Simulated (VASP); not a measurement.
A run of VASP 6.6.1 is set up as follows.

The input INCAR:

```
PREC = Accurate ; ENCUT = 500
EDIFF = 1E-7 ; ISMEAR = -1
SIGMA = 0.1 ; LREAL = F
LASPH = T ; NELM = 120
ALGO = Normal ; ISIF = 3
LWAVE = F ; LCHARG = F
GGA = PE ; IBRION = 2
NSW = 60 ; EDIFFG = -0.03
PSTRESS = 300.0 ; GGA_COMPAT = F
NELMIN = 4
```

The input KPOINTS:

```
regular mesh
0
Gamma
  20 20 20
```

The input POSCAR:

```
Ag
1.0
   -1.6200000000      1.6200000000      1.6200000000
    1.6200000000     -1.6200000000      1.6200000000
    1.6200000000      1.6200000000     -1.6200000000
Ag
1
Direct
    0.0000000000      0.0000000000      0.0000000000
```

Potentials or basis: VASP PAW PBE potentials, release 64 (Ag).

The run is started by

```bash
$ cat potpaw_PBE.64/Ag/POTCAR > POTCAR
$ mpirun -np 1 vasp_std > vasp.out
```

(1) Estimate the space group after relaxing (to 0.1 Å).

(2) What does it give for the relaxed volume?

(3) Predict the band gap on the k mesh.

(4) Estimate the relaxed cell.

## Answers

(1) Im-3m (No. 229).

(2) 14.78 Å³/atom.

(3) zero (an odd number of electrons rules out a gap without spin polarisation).

(4) a = 2.678 Å, b = 2.678 Å, c = 2.678 Å, α = 109.47°, β = 109.47°, γ = 109.47°.

Caveat: the cell is relaxed towards a set pressure, so the run minimises the enthalpy, not the energy.
